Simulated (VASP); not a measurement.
**PbSe (Clausthalite): single point with r2SCAN**

The system is PbSe (Clausthalite).

```xyz
2
Lattice="0.0000 3.0606 3.0606 3.0606 0.0000 3.0606 3.0606 3.0606 0.0000" Properties=species:S:1:pos:R:3 pbc="T T T"
Pb    0.0000    0.0000    0.0000
Se    3.0606    3.0760    3.0760
```

| Item | Value |
| --- | --- |
| Program | VASP 6.6.1 |
| Task | single point |
| Functional | r2SCAN |
| Potentials or basis | VASP PAW PBE potentials, release 64 (Pb_d, Se) |
| Cutoff | 550 eV |
| k mesh | 4 × 4 × 4 |
| Occupations | gaussian, width 0.01 eV |
| Spin | no spin polarisation |

```
Pressure               : 1.6 GPa
Largest force          : 0.009 eV/Å
Band gap on the k mesh : 0.58 eV, direct
```

Forces on the atoms (eV/Å):
```
Pb   0.000 -0.006 -0.006
Se   0.000  0.006  0.006
```

Levels at points of the mesh, in eV from the valence-band top:
| k point | band 7 | band 8 | band 9 | band 10 | band 11 | band 12 | band 13 | band 14 |
| --- | --- | --- | --- | --- | --- | --- | --- | --- |
| (0.00, 0.00, 0.00) | -6.35 | -2.03 | -2.03 | -2.03 | 5.03 | 5.04 | 5.04 | 6.95 |
| (0.50, 0.00, 0.00) | -9.07 | -1.61 | -1.61 | 0.00 | 0.59 | 1.91 | 1.92 | 9.08 |
| (0.00, 0.50, 0.00) | -9.07 | -1.61 | -1.61 | 0.00 | 0.58 | 1.92 | 1.92 | 9.09 |
| (0.50, 0.50, 0.00) | -7.55 | -5.16 | -3.40 | -3.40 | 4.02 | 5.99 | 5.99 | 6.48 |
| (0.00, 0.50, 0.50) | -7.55 | -5.16 | -3.40 | -3.39 | 4.01 | 5.99 | 6.00 | 6.48 |

Wall time 64 s on 1 thread of Intel(R) Xeon(R) Platinum 8259CL CPU @ 2.50GHz (Skylake/Cascade Lake), with other jobs on the host, peak memory 0.21 GiB.

Caveat: the k points lie up to 0.44 Å⁻¹ apart; the PAW data sets were made with another functional, which shifts forces and pressure a little; spin-orbit coupling is left out, which moves the levels of the heavy elements. A k mesh can miss the band edges.
